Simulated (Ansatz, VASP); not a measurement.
Two plane-wave programs on HfSi3

Contents of INCAR:

```
SYSTEM = HfSi3
  PREC = Accurate
  ENCUT = 520
  EDIFF = 1E-7
  ISMEAR = 0
  SIGMA = 0.05
  LREAL = .FALSE.
  LASPH = .TRUE.
  NELM = 100
  ALGO = Normal
  ISIF = 2
  LWAVE = .FALSE.
  LCHARG = .FALSE.
  GGA = CA
  NBANDS = 19
```

Contents of KPOINTS:

```
regular mesh
0
G
  8 8 8
  0 0 0
```

The input POSCAR:

```
HfSi3
1.0
    3.9735079819      0.0000000000      0.0000000000
    0.0000000000      3.9735079819      0.0000000000
    0.0000000000      0.0000000000      3.9735079819
Hf Si
1 3
Direct
    0.0000000000      0.0000000000      0.0000000000
    0.0000000000      0.5000000000      0.5000000000
    0.5000000000      0.5000000000      0.0000000000
    0.5000000000      0.0000000000      0.5000000000
```

Input for Ansatz:

```yaml
crystal:
  lattice:
    - [3.9735079819, 0.0, 0.0]
    - [0.0, 3.9735079819, 0.0]
    - [0.0, 0.0, 3.9735079819]
  atoms:
    - { symbol: Hf, position: [0.0, 0.0, 0.0] }
    - { symbol: Si, position: [0.0, 0.5, 0.5] }
    - { symbol: Si, position: [0.5, 0.5, 0.0] }
    - { symbol: Si, position: [0.5, 0.0, 0.5] }
basis:
  ecutwfc: 420
  ecutrho_ratio: 4
kpoints:
  mp_grid: { grid: [8, 8, 8] }
hamiltonian:
  xc: lda
scf:
  occupations: { method: gaussian, width: 0.05 }
output:
  forces: true
  stress: true
  eigenvalues: true
  populations: true
```

Alike in both runs: task single point; functional LDA; k mesh 8 × 8 × 8; occupations gaussian, width 0.05 eV; no spin polarisation.

|  | VASP | Ansatz |
| --- | --- | --- |
| version | VASP 6.6.1 | Ansatz 0.2.0 |
| potentials or method | VASP PAW LDA potentials, release 64 (Hf_pv, Si), cutoff 520 eV | scalar-relativistic, plane waves, PAW |
| valence electrons in the cell | 22 | 38 |

```csv
,VASP,Ansatz,Ansatz less VASP
gap on the k mesh at the Fermi level (eV),none,none,-
pressure (GPa),-6.0,-6.0,0.00
```

LDA's correlation is that of Perdew and Zunger in VASP and of Perdew and Wang (1992) in Ansatz. A gap of «none» marks a metal or a gap that the smearing closes. VASP's potentials hold 22 valence electrons a cell and Ansatz's 38, so a difference there can come from the potentials and not from the codes.

Neither program's run includes spin-orbit coupling.
